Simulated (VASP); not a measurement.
A run of VASP 6.6.1 is set up as follows.

INCAR

```
SYSTEM = Ru
PREC = Accurate ; ENCUT = 520
EDIFF = 1E-7 ; ISMEAR = -1
SIGMA = 0.1 ; LREAL = .FALSE.
LASPH = .TRUE. ; NELM = 80
ALGO = Normal ; ISIF = 2
LWAVE = .FALSE. ; LCHARG = .TRUE.
GGA = RE ; LELF = .TRUE.
LVHAR = .TRUE. ; NBANDS = 36
```

The input KPOINTS:

```
Automatic mesh
0
G
  15 15 4
  0 0 0
```

File POSCAR:

```
Ru
1.0
    2.7553625308      0.0000000000      0.0000000000
   -1.3776812654      2.3862139483      0.0000000000
    0.0000000000      0.0000000000      8.8456099785
Ru
4
Direct
    0.0000000000      0.0000000000      0.0000000000
    0.0000000000      1.0000000000      0.5000000000
    0.3333333333      0.6666666667      0.2500000000
    0.6666666667      0.3333333333      0.7500000000
```

Potentials or basis: VASP PAW PBE potentials, release 64 (Ru_pv).

The run is started by

```console
$ cat potpaw_PBE.64/Ru_pv/POTCAR > POTCAR
$ mpirun -np 1 vasp_std > vasp.out
```

Task: Estimate the band gap on the k mesh.

Result: Zero (bands 28 and 29 overlap by 2.50 eV).

Task: Predict the pressure.

Result: -10.7 GPa.

Stress tensor (GPa, compression positive):
```
-10.92   0.00   0.00
  0.00 -10.92   0.00
  0.00   0.00 -10.31
```

Caveat: the cell stands under tension; the PAW data sets were made with another functional, which shifts forces and pressure a little.
